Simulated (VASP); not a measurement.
# Na2Sb (P4/mmm) in VASP: notebook

Runs on Na2Sb. Level: PBE. Tasks: single point.

All numbers are computed with VASP 6.6.1; they aren't measurements. Logs are shortened: lines on timing, memory, paths and dates and some standing lists are left out, and cuts for length are marked.

## (1) The cell of the first run

It takes space group P4/mmm (No. 123, tetragonal). Conventional cell: a = 3.219 Å, b = 3.219 Å, c = 4.547 Å, α = 90.00°, β = 90.00°, γ = 90.00°. Within 3.0 Å of Na (site symmetry mmm) lie 4 Na at 2.28 Å and 4 Sb at 2.79 Å. Sb (site symmetry 4/mmm) has 8 Na at 2.79 Å and 4 Sb at 3.22 Å within 3.7 Å.

## (2) Single point, PBE (volume scaled by 0.94)

File INCAR:

```
  PREC = Accurate
  ENCUT = 520
  EDIFF = 1E-6
  ISMEAR = -1
  SIGMA = 0.05
  LREAL = F
  LASPH = T
  NELM = 100
  ALGO = Normal
  ISIF = 2
  LWAVE = F
  LCHARG = F
  GGA = PE
  NBANDS = 16
```

File KPOINTS:

```
regular mesh
0
Gamma
  8 8 6
```

File POSCAR:

```
Na2Sb
1.0
    3.2193473565      0.0000000000      0.0000000000
    0.0000000000      3.2193473565      0.0000000000
    0.0000000000      0.0000000000      4.5472607769
Na Sb
2 1
Direct
    0.5000000000      0.0000000000      0.5000000000
    0.0000000000      0.5000000000      0.5000000000
    0.0000000000      0.0000000000      0.0000000000
```

Potentials or basis: VASP PAW PBE potentials, release 64 (Na_pv, Sb).

Launch:

```sh
> cat potpaw_PBE.64/Na_pv/POTCAR potpaw_PBE.64/Sb/POTCAR > POTCAR
> mpirun -np 1 vasp_std > vasp.out
```

OUTCAR:

```text
PREC = Accurate
   ENCUT = 520
   EDIFF = 1E-6
   ISMEAR = -1
   LREAL = F
   LASPH = T
   NELM = 100
   ISIF = 2
   GGA = PE

 ion  position               nearest neighbor table
   1  0.500  0.000  0.500-   2 2.28   2 2.28   2 2.28   2 2.28   3 2.79   3 2.79   3 2.79   3 2.79

   2  0.000  0.500  0.500-   1 2.28   1 2.28   1 2.28   1 2.28   3 2.79   3 2.79   3 2.79   3 2.79

   3  0.000  0.000  0.000-   1 2.79   2 2.79   1 2.79   2 2.79   2 2.79   2 2.79   1 2.79   1 2.79

  LATTYP: Found a simple tetragonal cell.
 ALAT       =     3.2193473565
 C/A-ratio  =     1.4124790752

  Lattice vectors:

 A1 = (   3.2193473565,   0.0000000000,   0.0000000000)
 A2 = (   0.0000000000,   3.2193473565,   0.0000000000)
 A3 = (   0.0000000000,   0.0000000000,   4.5472607769)

Analysis of symmetry for initial positions (statically):
=====================================================================
 Subroutine PRICEL returns:
 Original cell was already a primitive cell.

 Routine SETGRP: Setting up the symmetry group for a
 simple tetragonal supercell.

 Subroutine GETGRP returns: Found 16 space group operations
 (whereof 16 operations were pure point group operations)
 out of a pool of 16 trial point group operations.

The static configuration has the point symmetry D_4h.

Analysis of symmetry for dynamics (positions and initial velocities):
=====================================================================
 Subroutine PRICEL returns:
 Original cell was already a primitive cell.

 Routine SETGRP: Setting up the symmetry group for a
 simple tetragonal supercell.

 Subroutine GETGRP returns: Found 16 space group operations
 (whereof 16 operations were pure point group operations)
 out of a pool of 16 trial point group operations.

The dynamic configuration has the point symmetry D_4h.

 Subroutine INISYM returns: Found 16 space group operations
 (whereof 16 operations are pure point group operations),
 and found     1 'primitive' translations

----------------------------------------------------------------------------------------

                                     Primitive cell

  volume of cell :      47.1287

  direct lattice vectors                    reciprocal lattice vectors
     3.219347357  0.000000000  0.000000000     0.310621964  0.000000000  0.000000000
     0.000000000  3.219347357  0.000000000     0.000000000  0.310621964  0.000000000
     0.000000000  0.000000000  4.547260777     0.000000000  0.000000000  0.219912613

  length of vectors
     3.219347357  3.219347357  4.547260777     0.310621964  0.310621964  0.219912613

  position of ions in fractional coordinates (direct lattice)
     0.500000000  0.000000000  0.500000000
     0.000000000  0.500000000  0.500000000
     0.000000000  0.000000000  0.000000000

  ion indices of the primitive-cell ions
   primitive index   ion index
                 1           1
                 2           2
                 3           3

----------------------------------------------------------------------------------------

 KPOINTS: regular mesh

Automatic generation of k-mesh.
 Grid dimensions read from file:
 generate k-points for:    8    8    6

 Generating k-lattice:

  Cartesian coordinates                     Fractional coordinates (reciprocal lattice)
     0.038827746  0.000000000  0.000000000     0.125000000  0.000000000  0.000000000
     0.000000000  0.038827746  0.000000000     0.000000000  0.125000000  0.000000000
     0.000000000  0.000000000  0.036652102     0.000000000  0.000000000  0.166666667

  Length of vectors
     0.038827746  0.038827746  0.036652102

  Shift w.r.t. Gamma in fractional coordinates (k-lattice)
     0.000000000  0.000000000  0.000000000

 Subroutine IBZKPT returns following result:
 ===========================================

 Found     60 irreducible k-points:

 Following reciprocal coordinates:
            Coordinates               Weight
  0.000000  0.000000  0.000000      1.000000
  0.125000  0.000000  0.000000      4.000000
  0.250000  0.000000  0.000000      4.000000
  0.375000  0.000000  0.000000      4.000000
  0.500000  0.000000  0.000000      2.000000
  0.125000  0.125000  0.000000      4.000000
[... 16 lines left out ...]
  0.375000  0.125000  0.166667     16.000000
  0.500000  0.125000  0.166667      8.000000
 [... further k-points ...]
   k-points           NKPTS =     60   k-points in BZ     NKDIM =     60   number of bands    NBANDS=     16
   number of dos      NEDOS =    301   number of ions     NIONS =      3
   total plane-waves  NPLWV =  20736
   dimension x,y,z NGX =    24 NGY =   24 NGZ =   36
   dimension x,y,z NGXF=    48 NGYF=   48 NGZF=   72
   ions per type =               2   1
   NGX,Y,Z   is equivalent  to a cutoff of  12.39, 12.39, 13.16 a.u.
   NGXF,Y,Z  is equivalent  to a cutoff of  24.79, 24.79, 26.32 a.u.
 SYSTEM =  unknown system
   PREC   = accura    normal or accurate (medium, high low for compatibility)
   ISTART =      0    job   : 0-new  1-cont  2-samecut
   ICHARG =      2    charge: 1-file 2-atom 10-const
   ISPIN  =      1    spin polarized calculation?
   LNONCOLLINEAR =      F non collinear calculations
   LSORBIT =      F    spin-orbit coupling
   LASPH  =      T    aspherical Exc in radial PAW
   ENCUT  =  520.0 eV  38.22 Ry    6.18 a.u.   5.99  5.99  8.45*2*pi/ulx,y,z
   NELM   =    100;   NELMIN=  2; NELMDL= -5     # of ELM steps
   EDIFF  = 0.1E-05   stopping-criterion for ELM
   LREAL  =      F    real-space projection
   EDIFFG = 0.1E-04   stopping-criterion for IOM
   NSW    =      0    number of steps for IOM
   IBRION =     -1    ionic relax: 0-MD 1-quasi-New 2-CG
   NFREE  =      0    steps in history (QN), initial steepest desc. (CG)
   ISIF   =      2    stress and relaxation
   ISYM   =      2    0-nonsym 1-usesym 2-fastsym
   POTIM  = 0.5000    time-step for ionic-motion
   TEBEG  =    0.0;   TEEND  =   0.0 temperature during run
   PSTRESS=    0.0 pullay stress
   NELECT =      19.0000    total number of electrons
   NUPDOWN=      -1.0000    fix difference up-down
   EMIN   =  10.00;   EMAX   =-10.00  energy-range for DOS
[... 5 lines left out ...]
     AMIX     =   0.40;   BMIX     =  1.00
     AMIX_MAG =   1.60;   BMIX_MAG =  1.00
  volume/ion in A,a.u.               =      15.71       106.01
  Fermi-wavevector in a.u.,A,eV,Ry     =   1.209384  2.285404 19.900009  1.462609
  Thomas-Fermi vector in A             =   2.344963
   LORBIT       =      0    0 simple, 1 ext, 2 COOP (PROOUT), +10 PAW based schemes
   GGA     = PE    functional components
   LHFCALC =     F    Hartree Fock is set to
   AEXX    =    0.0000 exact exchange contribution
   IVDW    =     0    specifies the selected vdW correction
   LEPSILON=     F    determine dielectric tensor
   LRPA    =     F    only Hartree local field effects (RPA)
 non-spin polarized calculation
  energy-cutoff  :      520.00
  volume of cell :       47.13
 maximum number of plane-waves:      1296
 NGX is ok and might be reduce to    24
   NGX = 11   NGY = 11   NGZ = 17

 number of electron      18.9999973 magnetization

 Free energy of the ion-electron system (eV)
  ---------------------------------------------------
  ext. energy  EPLUGINS =         0.00000000
  ---------------------------------------------------
  free energy    TOTEN  =        -2.90378128 eV

  energy without entropy =       -2.89306896  energy(sigma->0) =       -2.89842512

 E-fermi :   9.0243     XC(G=0): -10.5511

 val. band max:        9.0171047412   @ k =   0.1250   0.1250   0.0000
 cond. band min:       9.0257628546   @ k =   0.1250   0.0000   0.5000
 fundamental gap:      0.0086581134
 Fermi energy:         9.0243407165

 k-point     1 :       0.0000    0.0000    0.0000
  band No.  band energies     occupation
      1     -18.4860      2.00000
      2     -18.4860      2.00000
      3     -17.9691      2.00000
      4     -17.5650      2.00000
      5     -17.4788      2.00000
      6     -17.4788      2.00000
[... 8 lines left out ...]
     15      18.3770      0.00000
     16      18.6649      0.00000

 k-point     2 :       0.1250    0.0000    0.0000
  band No.  band energies     occupation
      1     -18.4627      2.00000
      2     -18.4488      2.00000
      3     -17.9517      2.00000
      4     -17.5783      2.00000
      5     -17.5342      2.00000
      6     -17.5180      2.00000
[... 8 lines left out ...]
     15      18.5604      0.00000
     16      19.2368      0.00000

 k-point     3 :       0.2500    0.0000    0.0000
  band No.  band energies     occupation
      1     -18.3905      2.00000
      2     -18.3426      2.00000
      3     -17.9031      2.00000
      4     -17.6832      2.00000
      5     -17.6292      2.00000
      6     -17.6172      2.00000
[... 8 lines left out ...]
     15      19.1049      0.00000
     16      19.8061      0.00000

 k-point     4 :       0.3750    0.0000    0.0000
  band No.  band energies     occupation
      1     -18.2663      2.00000
      2     -18.1831      2.00000
      3     -17.8834      2.00000
      4     -17.8328      2.00000
      5     -17.7938      2.00000
      6     -17.6778      2.00000
[... 8 lines left out ...]
     15      18.4373      0.00000
     16      19.7897      0.00000
[... 324 lines left out ...]
 k-point    22 :       0.2500    0.1250    0.1667
  band No.  band energies     occupation
      1     -18.5304      2.00000
      2     -18.1596      2.00000
      3     -17.8937      2.00000
      4     -17.8863      2.00000
      5     -17.6267      2.00000
      6     -17.4916      2.00000
[... 8 lines left out ...]
     15      18.3465      0.00000
     16      18.7370      0.00000

 k-point    23 :       0.3750    0.1250    0.1667
  band No.  band energies     occupation
      1     -18.4602      2.00000
      2     -18.1123      2.00000
      3     -17.9679      2.00000
      4     -17.8274      2.00000
      5     -17.6829      2.00000
      6     -17.6016      2.00000
[... 8 lines left out ...]
     15      17.2029      0.00000
     16      19.2439      0.00000

 k-point    24 :       0.5000    0.1250    0.1667
  band No.  band energies     occupation
      1     -18.3384      2.00000
      2     -18.2912      2.00000
      3     -17.8023      2.00000
      4     -17.7569      2.00000
      5     -17.7493      2.00000
      6     -17.7405      2.00000
[... 8 lines left out ...]
     15      17.8986      0.00000
     16      19.0610      0.00000

 [... further k-points ...]
[... 5 lines left out ...]
  --------------------------------------------------------------------------------------
  -------------------------------------------------------------------------------------
  Total       14.3083803     14.3083803     11.3798993      0.0000000     -0.0000000     -0.0000000
  in kB      486.4245873    486.4245873    386.8685840      0.0000000     -0.0000000     -0.0000000
  external PRESSURE =     453.2392529 kB  Pullay stress =       0.0000000 kB

 VOLUME and BASIS-vectors are now :
 -----------------------------------------------------------------------------
  energy-cutoff  :      520.00
  volume of cell :       47.13
      direct lattice vectors                 reciprocal lattice vectors
     3.219347357  0.000000000  0.000000000     0.310621964  0.000000000  0.000000000
     0.000000000  3.219347357  0.000000000     0.000000000  0.310621964  0.000000000
     0.000000000  0.000000000  4.547260777     0.000000000  0.000000000  0.219912613

 POSITION                                       TOTAL-FORCE (eV/Angst)
 -----------------------------------------------------------------------------------
      1.60967      0.00000      2.27363         0.000000      0.000000      0.000000
      0.00000      1.60967      2.27363         0.000000      0.000000      0.000000
      0.00000      0.00000      0.00000         0.000000      0.000000      0.000000
 -----------------------------------------------------------------------------------
    total drift:                                0.000000      0.000000     -0.000000

  FREE ENERGIE OF THE ION-ELECTRON SYSTEM (eV)
  ---------------------------------------------------
  free  energy   TOTEN  =        -2.9037812756 eV

  energy  without entropy=       -2.8930689626  energy(sigma->0) =       -2.89842512
```

Wall time 14 s (1 thread of Intel Xeon Platinum 8488C (Sapphire Rapids), shared host); peak memory 0.18 GiB.

Results:

- Free energy: -2.9038 eV
- Pressure: 45.3 GPa

Caveat: the cell differs from its parent crystal (volume scaled by 0.94); spin-orbit coupling is left out, which moves the levels of the heavy elements.

## (3) Single point, PBE (volume scaled by 0.98)

File INCAR:

```
SYSTEM = Na2Sb
PREC     = Accurate       ! precision mode
ENCUT    = 520            ! plane-wave cutoff, eV
EDIFF    = 1E-6           ! SCF threshold, eV
ISMEAR   = -1             ! smearing method
SIGMA    = 0.05           ! smearing width, eV
LREAL    = .FALSE.        ! projectors in reciprocal space
LASPH    = .TRUE.         ! aspherical terms in the spheres
NELM     = 100            ! most SCF steps
ALGO     = Fast           ! electronic algorithm
ISIF     = 2              ! what is computed and relaxed
LWAVE    = .FALSE.        ! write WAVECAR
LCHARG   = .FALSE.        ! write CHGCAR
GGA      = PE             ! functional
NBANDS   = 16             ! bands
```

File KPOINTS:

```
Automatic mesh
0
G
  8 8 6
  0 0 0
```

File POSCAR:

```
Na2Sb
1.0
    3.2643790259      0.0000000000      0.0000000000
    0.0000000000      3.2643790259      0.0000000000
    0.0000000000      0.0000000000      4.6108670677
Na Sb
2 1
Direct
    0.5000000000      0.0000000000      0.5000000000
    0.0000000000      0.5000000000      0.5000000000
    0.0000000000      0.0000000000      0.0000000000
```

Potentials or basis: VASP PAW PBE potentials, release 64 (Na_pv, Sb).

Launch:

```sh
> cat potpaw_PBE.64/Na_pv/POTCAR potpaw_PBE.64/Sb/POTCAR > POTCAR
> mpirun -np 1 vasp_std > vasp.out
```

Run time: 18 s. Hardware: 1 thread of Intel Xeon Platinum 8488C (Sapphire Rapids), shared host; peak memory 0.17 GiB.

It converged, with:

* Free energy: -3.4288 eV
* Pressure: 38.7 GPa

Stress tensor (GPa, compression positive):
```
42.22  0.00  0.00
 0.00 42.22  0.00
 0.00  0.00 31.63
```

Levels at points of the mesh, in eV from the Fermi level:
```tsv
k point	band 8	band 9	band 10	band 11	band 12	band 13
(0.00, 0.00, 0.00)	-4.00	-1.11	1.75	1.75	3.11	5.61
(0.50, 0.00, 0.00)	-6.08	-2.49	2.03	2.14	2.26	3.39
(0.50, 0.50, 0.00)	-4.11	-4.11	-1.33	-0.24	4.11	4.59
(0.00, 0.00, 0.50)	-6.70	1.78	1.78	3.15	5.49	6.06
(0.50, 0.00, 0.50)	-5.55	-4.35	-1.16	3.51	7.47	7.88
(0.50, 0.50, 0.50)	-3.67	-3.67	-2.52	0.81	1.47	2.73
```

Caveat: the cell differs from its parent crystal (volume scaled by 0.98); spin-orbit coupling is left out, which moves the levels of the heavy elements.

## (4) Single point, PBE

This run uses another cell than the first one, of 16.71 Å³/atom, 1.064 times its volume.

File INCAR:

```
PREC = Accurate
ENCUT = 520
EDIFF = 1E-6
ISMEAR = -1
SIGMA = 0.05
LREAL = False
LASPH = True
NELM = 60
ALGO = Normal
ISIF = 2
LWAVE = False
LCHARG = True
GGA = PE
LELF = True
LVHAR = True
NBANDS = 16
```

File KPOINTS:

```
Automatic mesh
0
Gamma
  8 8 6
```

File POSCAR:

```
Na2Sb
1.0
    3.2864363100      0.0000000000      0.0000000000
    0.0000000000      3.2864363100      0.0000000000
    0.0000000000      0.0000000000      4.6420225200
Na Sb
2 1
Direct
    0.5000000000      0.0000000000      0.5000000000
    0.0000000000      0.5000000000      0.5000000000
    0.0000000000      0.0000000000      0.0000000000
```

Launch:

```sh
> cat potpaw_PBE.64/Na_pv/POTCAR potpaw_PBE.64/Sb/POTCAR > POTCAR
> mpirun -np 1 vasp_std > vasp.out
```

Run time: 14 s. Hardware: 1 thread of Intel Xeon Platinum 8488C (Sapphire Rapids), shared host; peak memory 0.18 GiB.

Results (log left out):

* Free energy: -3.6620 eV
* Pressure: 35.8 GPa

Stress tensor (GPa, compression positive):
```
39.39  0.00  0.00
 0.00 39.39  0.00
 0.00  0.00 28.58
```

Levels at points of the mesh, in eV from the Fermi level:
| k point | band 6 | band 7 | band 8 | band 9 | band 10 | band 11 | band 12 | band 13 | band 14 | band 15 |
| --- | --- | --- | --- | --- | --- | --- | --- | --- | --- | --- |
| (0.00, 0.00, 0.00) | -26.32 | -12.17 | -3.94 | -1.13 | 1.71 | 1.71 | 3.13 | 5.59 | 9.21 | 9.21 |
| (0.50, 0.00, 0.00) | -26.53 | -10.08 | -5.95 | -2.45 | 1.98 | 2.17 | 2.23 | 3.30 | 8.27 | 8.57 |
| (0.50, 0.50, 0.00) | -26.19 | -7.97 | -4.03 | -4.03 | -1.30 | -0.19 | 4.01 | 4.64 | 5.33 | 5.33 |
| (0.00, 0.00, 0.50) | -26.32 | -11.62 | -6.60 | 1.75 | 1.75 | 3.14 | 5.48 | 6.03 | 6.07 | 6.82 |
| (0.50, 0.00, 0.50) | -26.54 | -9.76 | -5.44 | -4.29 | -1.14 | 3.42 | 7.40 | 7.83 | 7.98 | 8.52 |
| (0.50, 0.50, 0.50) | -26.19 | -7.88 | -3.60 | -3.60 | -2.50 | 0.89 | 1.47 | 2.70 | 2.70 | 9.60 |

Caveat: spin-orbit coupling is left out, which moves the levels of the heavy elements.

## (5) Single point, PBE (volume scaled by 1.02)

File INCAR:

```
PREC     = Accurate       # precision mode
ENCUT    = 520            # plane-wave cutoff, eV
EDIFF    = 1E-6           # SCF threshold, eV
ISMEAR   = -1             # smearing method
SIGMA    = 0.05           # smearing width, eV
LREAL    = False          # projectors in reciprocal space
LASPH    = True           # aspherical terms in the spheres
NELM     = 60             # most SCF steps
ALGO     = Fast           # electronic algorithm
ISIF     = 2              # what is computed and relaxed
LWAVE    = False          # write WAVECAR
LCHARG   = False          # write CHGCAR
GGA      = PE             # functional
NBANDS   = 16             # bands
```

KPOINTS is that of step 4.

File POSCAR:

```
Na2Sb
1.0
    3.3082014232      0.0000000000      0.0000000000
    0.0000000000      3.3082014232      0.0000000000
    0.0000000000      0.0000000000      4.6727652869
Na Sb
2 1
Direct
    0.5000000000      0.0000000000      0.5000000000
    0.0000000000      0.5000000000      0.5000000000
    0.0000000000      0.0000000000      0.0000000000
```

Launch:

```sh
> cat potpaw_PBE.64/Na_pv/POTCAR potpaw_PBE.64/Sb/POTCAR > POTCAR
> mpirun -np 1 vasp_std > vasp.out
```

Run time: 27 s. Hardware: 1 thread of Intel Xeon Platinum 8488C (Sapphire Rapids), shared host; peak memory 0.19 GiB.

The run converged. Its results:

```yaml
Free_energy: -3.8777 eV
Pressure: 33.1 GPa
```

Stress tensor (GPa, compression positive):
```
36.74  0.00  0.00
 0.00 36.74  0.00
 0.00  0.00 25.70
```

Levels at points of the mesh, in eV from the Fermi level:
| k point | band 8 | band 9 | band 10 | band 11 | band 12 | band 13 |
| --- | --- | --- | --- | --- | --- | --- |
| (0.00, 0.00, 0.00) | -3.88 | -1.15 | 1.67 | 1.67 | 3.15 | 5.57 |
| (0.50, 0.00, 0.00) | -5.84 | -2.41 | 1.93 | 2.19 | 2.19 | 3.21 |
| (0.50, 0.50, 0.00) | -3.95 | -3.95 | -1.28 | -0.14 | 3.91 | 4.68 |
| (0.00, 0.00, 0.50) | -6.51 | 1.71 | 1.71 | 3.12 | 5.47 | 5.97 |
| (0.50, 0.00, 0.50) | -5.33 | -4.23 | -1.11 | 3.33 | 7.32 | 7.79 |
| (0.50, 0.50, 0.50) | -3.53 | -3.53 | -2.47 | 0.96 | 1.47 | 2.68 |

Caveat: the cell differs from its parent crystal (volume scaled by 1.02); spin-orbit coupling is left out, which moves the levels of the heavy elements.

## (6) The runs side by side

```csv
cell,gap on the mesh (eV),pressure (GPa)
"a = 3.219, b = 3.219, c = 4.547 Å, 3 atoms",none,45.3
"a = 3.264, b = 3.264, c = 4.611 Å, 3 atoms",none,38.7
"a = 3.286, b = 3.286, c = 4.642 Å, 3 atoms",none,35.8
"a = 3.308, b = 3.308, c = 4.673 Å, 3 atoms",none,33.1
```

Alike in all rows: task single point; level PBE; potentials or basis VASP PAW PBE potentials, release 64 (Na_pv, Sb); no spin polarisation; k mesh 8 × 8 × 6; cutoff (eV) 520; smearing fermi-dirac 0.05 eV.

Caveats: spin-orbit coupling is left out, which moves the levels of the heavy elements.

Absolute energies hang on the potentials; compare differences alone.
